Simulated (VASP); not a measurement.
# SiC (F-43m) in VASP: settings compared

SiC is run at these levels: PBE, r2SCAN; tasks: single point.

All numbers are computed with VASP 6.6.1; they aren't measurements. Logs are shortened: lines on timing, memory, paths and dates and some standing lists are left out, and cuts for length are marked.

## 1. The cell of the first run

The structure is cubic, space group F-43m (No. 216). Conventional cell: a = 4.356 Å, b = 4.356 Å, c = 4.356 Å, α = 90.00°, β = 90.00°, γ = 90.00°. Si (site symmetry -43m) has 4 C at 1.89 Å within 2.5 Å. Within 2.5 Å of C (site symmetry -43m) lie 4 Si at 1.89 Å.

## 2. Single point, PBE

Contents of INCAR:

```
PREC = Accurate ; ENCUT = 520
EDIFF = 1E-6 ; ISMEAR = 0
SIGMA = 0.01 ; LREAL = False
LASPH = True ; NELM = 60
ALGO = Normal ; ISIF = 2
LWAVE = False ; LCHARG = False
GGA = PE ; NBANDS = 11
```

Contents of KPOINTS:

```
regular mesh
0
Gamma
  10 10 10
```

Contents of POSCAR:

```
SiC
1.0
    0.0000000000      2.1780497569      2.1780497569
    2.1780497569      0.0000000000      2.1780497569
    2.1780497569      2.1780497569      0.0000000000
Si C
1 1
Direct
    0.2500000000      0.2500000000      0.2500000000
    0.0000000000      0.0000000000      0.0000000000
```

Potentials or basis: VASP PAW PBE potentials, release 64 (Si, C).

Run with:

```
$ cat potpaw_PBE.64/Si/POTCAR potpaw_PBE.64/C/POTCAR > POTCAR
$ mpirun -np 1 vasp_std > vasp.out
```

OUTCAR:

```text
PREC = Accurate
   ENCUT = 520
   EDIFF = 1E-6
   ISMEAR = 0
   LREAL = False
   LASPH = True
   NELM = 60
   ISIF = 2
   GGA = PE

 ion  position               nearest neighbor table
   1  0.250  0.250  0.250-   2 1.89   2 1.89   2 1.89   2 1.89
   2  0.000  0.000  0.000-   1 1.89   1 1.89   1 1.89   1 1.89

  LATTYP: Found a face centered cubic cell.
 ALAT       =     4.3560995138

  Lattice vectors:

 A1 = (   0.0000000000,   2.1780497569,   2.1780497569)
 A2 = (   2.1780497569,   0.0000000000,   2.1780497569)
 A3 = (   2.1780497569,   2.1780497569,   0.0000000000)

Analysis of symmetry for initial positions (statically):
=====================================================================
 Subroutine PRICEL returns:
 Original cell was already a primitive cell.

 Routine SETGRP: Setting up the symmetry group for a
 face centered cubic supercell.

 Subroutine GETGRP returns: Found 24 space group operations
 (whereof 24 operations were pure point group operations)
 out of a pool of 48 trial point group operations.

The static configuration has the point symmetry T_d .

Analysis of symmetry for dynamics (positions and initial velocities):
=====================================================================
 Subroutine PRICEL returns:
 Original cell was already a primitive cell.

 Routine SETGRP: Setting up the symmetry group for a
 face centered cubic supercell.

 Subroutine GETGRP returns: Found 24 space group operations
 (whereof 24 operations were pure point group operations)
 out of a pool of 48 trial point group operations.

The dynamic configuration has the point symmetry T_d .

 Subroutine INISYM returns: Found 24 space group operations
 (whereof 24 operations are pure point group operations),
 and found     1 'primitive' translations

----------------------------------------------------------------------------------------

                                     Primitive cell

  volume of cell :      20.6649

  direct lattice vectors                    reciprocal lattice vectors
     0.000000000  2.178049757  2.178049757    -0.229563167  0.229563167  0.229563167
     2.178049757  0.000000000  2.178049757     0.229563167 -0.229563167  0.229563167
     2.178049757  2.178049757  0.000000000     0.229563167  0.229563167 -0.229563167

  length of vectors
     3.080227506  3.080227506  3.080227506     0.397615069  0.397615069  0.397615069

  position of ions in fractional coordinates (direct lattice)
     0.250000000  0.250000000  0.250000000
[... 81 lines left out ...]
   NSW    =      0    number of steps for IOM
   IBRION =     -1    ionic relax: 0-MD 1-quasi-New 2-CG
   NFREE  =      0    steps in history (QN), initial steepest desc. (CG)
   ISIF   =      2    stress and relaxation
   ISYM   =      2    0-nonsym 1-usesym 2-fastsym
   POTIM  = 0.5000    time-step for ionic-motion
   TEBEG  =    0.0;   TEEND  =   0.0 temperature during run
   PSTRESS=    0.0 pullay stress
   NELECT =       8.0000    total number of electrons
   NUPDOWN=      -1.0000    fix difference up-down
   EMIN   =  10.00;   EMAX   =-10.00  energy-range for DOS
   EFERMI =   0.00;   METHOD = LEGACY
   ISMEAR =     0;   SIGMA  =   0.01  broadening in eV -4-tet -1-fermi 0-gaus
   EFERMI_NEDOS =   21; number of points for ismear=-14 and -15
   IALGO  =     38    algorithm
   IMIX   =      4    mixing-type and parameters
     AMIX     =   0.40;   BMIX     =  1.00
     AMIX_MAG =   1.60;   BMIX_MAG =  1.00
  volume/ion in A,a.u.               =      10.33        69.73
  Fermi-wavevector in a.u.,A,eV,Ry     =   1.193146  2.254720 19.369228  1.423598
  Thomas-Fermi vector in A             =   2.329168
   LORBIT       =      0    0 simple, 1 ext, 2 COOP (PROOUT), +10 PAW based schemes
   GGA     = PE    functional components
   LHFCALC =     F    Hartree Fock is set to
   AEXX    =    0.0000 exact exchange contribution
   IVDW    =     0    specifies the selected vdW correction
   LEPSILON=     F    determine dielectric tensor
   LRPA    =     F    only Hartree local field effects (RPA)
 non-spin polarized calculation
 Gauss-broadening in eV      SIGMA  =   0.01
  energy-cutoff  :      520.00
  volume of cell :       20.66
 maximum number of plane-waves:       568
   NGX = 11   NGY = 11   NGZ = 11

 number of electron       8.0000001 magnetization

 Free energy of the ion-electron system (eV)
  ---------------------------------------------------
  ext. energy  EPLUGINS =         0.00000000
  ---------------------------------------------------
  free energy    TOTEN  =       -15.05713947 eV

  energy without entropy =      -15.05713947  energy(sigma->0) =      -15.05713947

 E-fermi :   8.1657     XC(G=0): -11.3620

 val. band max:        8.1216705793   @ k =   0.0000   0.0000   0.0000
 cond. band min:       9.4772771025   @ k =   0.5000   0.5000   0.0000
 fundamental gap:      1.3556065232
 Fermi energy:         8.1657024255

 k-point     1 :       0.0000    0.0000    0.0000
  band No.  band energies     occupation
      1      -7.2919      2.00000
      2       8.1217      2.00000
      3       8.1217      2.00000
      4       8.1217      2.00000
      5      14.3709      0.00000
      6      15.4381      0.00000
      7      15.4381      0.00000
      8      15.4381      0.00000
      9      22.6358      0.00000
     10      22.6358      0.00000
     11      24.6224      0.00000
[... 309 lines left out ...]
 k-point    24 :       0.4000    0.3000    0.0000
  band No.  band energies     occupation
      1      -4.1474      2.00000
      2       2.5402      2.00000
      3       4.9680      2.00000
      4       5.4951      2.00000
      5      10.9924      0.00000
      6      13.7516      0.00000
      7      19.7579      0.00000
      8      20.0665      0.00000
      9      21.9060      0.00000
     10      26.2108      0.00000
     11      29.4019      0.00000

 [... further k-points ...]
[... 5 lines left out ...]
  --------------------------------------------------------------------------------------
  -------------------------------------------------------------------------------------
  Total        0.4525145      0.4525145      0.4525145      0.0000000      0.0000000     -0.0000000
  in kB       35.0840502     35.0840502     35.0840502      0.0000000      0.0000000     -0.0000000
  external PRESSURE =      35.0840502 kB  Pullay stress =       0.0000000 kB

 VOLUME and BASIS-vectors are now :
 -----------------------------------------------------------------------------
  energy-cutoff  :      520.00
  volume of cell :       20.66
      direct lattice vectors                 reciprocal lattice vectors
     0.000000000  2.178049757  2.178049757    -0.229563167  0.229563167  0.229563167
     2.178049757  0.000000000  2.178049757     0.229563167 -0.229563167  0.229563167
     2.178049757  2.178049757  0.000000000     0.229563167  0.229563167 -0.229563167

 POSITION                                       TOTAL-FORCE (eV/Angst)
 -----------------------------------------------------------------------------------
      1.08902      1.08902      1.08902         0.000000      0.000000      0.000000
      0.00000      0.00000      0.00000        -0.000000     -0.000000     -0.000000
 -----------------------------------------------------------------------------------
    total drift:                               -0.000000     -0.000000     -0.000000

  FREE ENERGIE OF THE ION-ELECTRON SYSTEM (eV)
  ---------------------------------------------------
  free  energy   TOTEN  =       -15.0571394737 eV

  energy  without entropy=      -15.0571394737  energy(sigma->0) =      -15.05713947
```

OSZICAR:

```text
N       E                     dE             d eps       ncg     rms          rms(c)
DAV:   1     0.342028697008E+01    0.34203E+01   -0.41617E+03  1050   0.676E+02
DAV:   2    -0.162559799647E+02   -0.19676E+02   -0.18747E+02  1373   0.102E+02
DAV:   3    -0.169132188489E+02   -0.65724E+00   -0.65590E+00  1280   0.157E+01
DAV:   4    -0.169157695954E+02   -0.25507E-02   -0.25506E-02  1161   0.128E+00
DAV:   5    -0.169157800506E+02   -0.10455E-04   -0.10455E-04  1285   0.769E-02    0.883E+00
DAV:   6    -0.151145000037E+02    0.18013E+01   -0.64934E+00  1148   0.114E+01    0.392E+00
DAV:   7    -0.150646786939E+02    0.49821E-01   -0.38795E-01  1226   0.356E+00    0.179E+00
DAV:   8    -0.150569293965E+02    0.77493E-02   -0.20453E-02  1163   0.950E-01    0.172E-01
DAV:   9    -0.150570261383E+02   -0.96742E-04   -0.16670E-03  1270   0.232E-01    0.113E-01
DAV:  10    -0.150571367975E+02   -0.11066E-03   -0.24161E-04  1163   0.944E-02    0.267E-02
DAV:  11    -0.150571390638E+02   -0.22663E-05   -0.43039E-05  1244   0.341E-02    0.701E-03
DAV:  12    -0.150571394737E+02   -0.40994E-06   -0.20064E-06  1056   0.845E-03
   1 F= -.15057139E+02 E0= -.15057139E+02  d E =-.643124E-13
```

stdout:

```text
POSCAR found type information on POSCAR SiC
 POSCAR found :  2 types and       2 ions
 scaLAPACK will be used
 LDA part: xc-table for (Slater+PW92), standard interpolation
 POSCAR, INCAR and KPOINTS ok, starting setup
 FFT: planning ... GRIDC
 FFT: planning ... GRID_SOFT
 FFT: planning ... GRID
 WAVECAR not read
 entering main loop
```

Run time: 4.6 s. Hardware: 1 thread of Intel Xeon Platinum 8488C (Sapphire Rapids), shared host; peak memory 0.13 GiB.

What came out:

```yaml
Free_energy: -15.0571 eV
Pressure: 3.5 GPa
Band_gap_on_the_k_mesh: 1.36 eV, indirect (least direct gap 4.54 eV)
```

Levels at points of the mesh, in eV from the valence-band top:
```csv
k point,band 1,band 2,band 3,band 4,band 5,band 6,band 7,band 8
"(0.00, 0.00, 0.00)",-15.41,0.00,0.00,0.00,6.25,7.32,7.32,7.32
"(0.50, 0.00, 0.00)",-11.84,-8.54,-1.05,-1.05,5.45,7.23,7.23,10.06
"(0.50, 0.50, 0.00)",-10.39,-7.80,-3.19,-3.19,1.36,4.33,14.05,14.05
```

A k mesh can miss the band edges. A hybrid or GW would open this gap; PBE tends to underestimate it.

## 3. Single point, r2SCAN

POSCAR is that of step 2.

Contents of INCAR.step1:

```
SYSTEM = SiC
  ALGO = Normal
  EDIFF = 1E-4
  ENCUT = 520
  GGA = PE
  ISMEAR = 0
  LASPH = .TRUE.
  LCHARG = .FALSE.
  LREAL = .FALSE.
  LWAVE = .TRUE.
  NBANDS = 11
  NELM = 100
  PREC = Accurate
  SIGMA = 0.01
```

Contents of INCAR.step2:

```
SYSTEM = SiC
  ALGO = Normal
  EDIFF = 1E-7
  ENCUT = 520
  ISIF = 2
  ISMEAR = 0
  ISTART = 1
  LASPH = .TRUE.
  LCHARG = .TRUE.
  LELF = .TRUE.
  LMIXTAU = .TRUE.
  LREAL = .FALSE.
  LVHAR = .TRUE.
  LWAVE = .FALSE.
  METAGGA = R2SCAN
  NBANDS = 11
  NELM = 100
  PREC = Accurate
  SIGMA = 0.01
```

Contents of KPOINTS:

```
k-points
0
G
  10 10 10
  0 0 0
```

Potentials or basis: VASP PAW PBE potentials, release 64 (Si, C).

Run with:

```
$ cat potpaw_PBE.64/Si/POTCAR potpaw_PBE.64/C/POTCAR > POTCAR
$ cp INCAR.step1 INCAR
$ mpirun -np 1 vasp_std > vasp.out
$ cp INCAR.step2 INCAR
$ mpirun -np 1 vasp_std > vasp.out
```

Run time: 24 s. Hardware: 1 thread of Intel Xeon Platinum 8488C (Sapphire Rapids), shared host; peak memory 0.14 GiB.

It converged, with:

```yaml
Free_energy: -19.3270 eV
Pressure: -0.1 GPa
Band_gap_on_the_k_mesh: 1.72 eV, indirect (least direct gap 5.06 eV)
```

Levels at points of the mesh, in eV from the valence-band top:
| k point | band 2 | band 3 | band 4 | band 5 | band 6 | band 7 |
| --- | --- | --- | --- | --- | --- | --- |
| (0.00, 0.00, 0.00) | 0.00 | 0.00 | 0.00 | 6.85 | 7.86 | 7.86 |
| (0.50, 0.00, 0.00) | -8.83 | -1.11 | -1.11 | 6.00 | 7.76 | 7.76 |
| (0.50, 0.50, 0.00) | -8.05 | -3.34 | -3.34 | 1.72 | 4.83 | 15.15 |

Caveat: the PAW data sets were made with another functional, which shifts forces and pressure a little.
